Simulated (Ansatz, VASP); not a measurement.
# B2AsH2 in VASP and in Ansatz

```
B H As
1.0
     2.94131    0.00000    0.00000
    -1.47065    2.54725    0.00000
     0.00000    0.00000    6.32929
B H As
2 2 1
Direct
  0.33333 0.66667 0.50000
  0.66667 0.33333 0.50000
  0.00000 0.00000 0.26618
  0.00000 0.00000 0.73382
  0.00000 0.00000 0.00000
```

Alike in both runs: task relaxation of cell and atoms; functional PBE; k mesh 12 × 12 × 6; occupations gaussian, width 0.1 eV; no spin polarisation.

|  | VASP | Ansatz |
| --- | --- | --- |
| version | VASP 6.6.1 | Ansatz 0.2.0 |
| potentials or method | VASP PAW PBE potentials, release 64 (B, H, As), cutoff 600 eV | scalar-relativistic, plane waves, PAW |
| valence electrons in the cell | 13 | 23 |

|  | VASP | Ansatz | Ansatz less VASP |
| --- | --- | --- | --- |
| gap on the k mesh at the Fermi level, each at its own relaxed structure (eV) | none | none | - |
| relaxed volume (Å³/atom) | 9.61 | 9.61 | +0.004 |
| relaxed cell length with the largest relative difference (Å) | 6.488 | 6.496 | +0.0083 |

A gap of «none» marks a metal or a gap that the smearing closes. VASP's potentials hold 13 valence electrons a cell and Ansatz's 23, so a difference there can come from the potentials and not from the codes.
